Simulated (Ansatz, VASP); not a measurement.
# Two plane-wave programs on Ti3Al

File INCAR:

```
ALGO     = Fast           # electronic algorithm
EDIFF    = 1E-7           # SCF threshold, eV
ENCUT    = 520            # plane-wave cutoff, eV
ISIF     = 2              # what is computed and relaxed
ISMEAR   = 0              # smearing method
LASPH    = True           # aspherical terms in the spheres
LCHARG   = False          # write CHGCAR
LREAL    = False          # projectors in reciprocal space
LWAVE    = False          # write WAVECAR
NBANDS   = 28             # bands
NELM     = 80             # most SCF steps
PREC     = Accurate       # precision mode
SIGMA    = 0.15           # smearing width, eV
```

KPOINTS

```
k-points
0
Gamma
  18 18 6
```

File POSCAR:

```
Ti3Al
1.0
    2.6778321574      0.0000000000      0.0000000000
   -1.3389160787      2.3190706754      0.0000000000
    0.0000000000      0.0000000000      8.4720297974
Ti Al
3 1
Direct
    0.6666666667      0.3333333333      0.0000000000
    0.3333333333      0.6666666667      0.7515223655
    0.3333333333      0.6666666667      0.2484776345
    0.6666666667      0.3333333333      0.5000000000
```

Input for Ansatz:

```yaml
crystal:
  lattice:
    - [2.6778321574, 0.0, 0.0]
    - [-1.3389160787, 2.3190706754, 0.0]
    - [0.0, 0.0, 8.4720297974]
  atoms:
    - { symbol: Ti, position: [0.6666666667, 0.3333333333, 0.0] }
    - { symbol: Ti, position: [0.3333333333, 0.6666666667, 0.7515223655] }
    - { symbol: Ti, position: [0.3333333333, 0.6666666667, 0.2484776345] }
    - { symbol: Al, position: [0.6666666667, 0.3333333333, 0.5] }
basis:
  ecutwfc: 520.0
kpoints:
  mp_grid: { grid: [18, 18, 6] }
hamiltonian:
  xc: lda
  pseudopotentials: { kind: paw, azcp: { folder: soft_1 } }
scf:
  occupations: { method: gaussian, width: 0.15 }
  lower_state_search: "off"
output:
  forces: true
  stress: true
  eigenvalues: true
```

Alike in both runs: task single point; functional LDA; k mesh 18 × 18 × 6; occupations gaussian, width 0.15 eV; no spin polarisation.

|  | VASP | Ansatz |
| --- | --- | --- |
| version | VASP 6.6.1 | Ansatz 0.2.0 |
| potentials or method | VASP PAW LDA potentials, release 64 (Ti_sv, Al), cutoff 520 eV | scalar-relativistic, plane waves, PAW |
| valence electrons in the cell | 39 | 39 |

Ansatz gave:

* gap on the k mesh at the Fermi level (eV): none
* rms of the force components (eV/Å): 0.067

Problem. Which values does VASP return?

Solution. gap on the k mesh at the Fermi level (eV): none; rms of the force components (eV/Å): 0.059.

Ansatz warns that its potentials were made for another functional, while VASP's fit it. LDA's correlation is that of Perdew and Zunger in VASP and of Perdew and Wang (1992) in Ansatz. Atom by atom the forces differ by 0.008 eV/Å (rms over components). A gap of «none» marks a metal or a gap that the smearing closes.
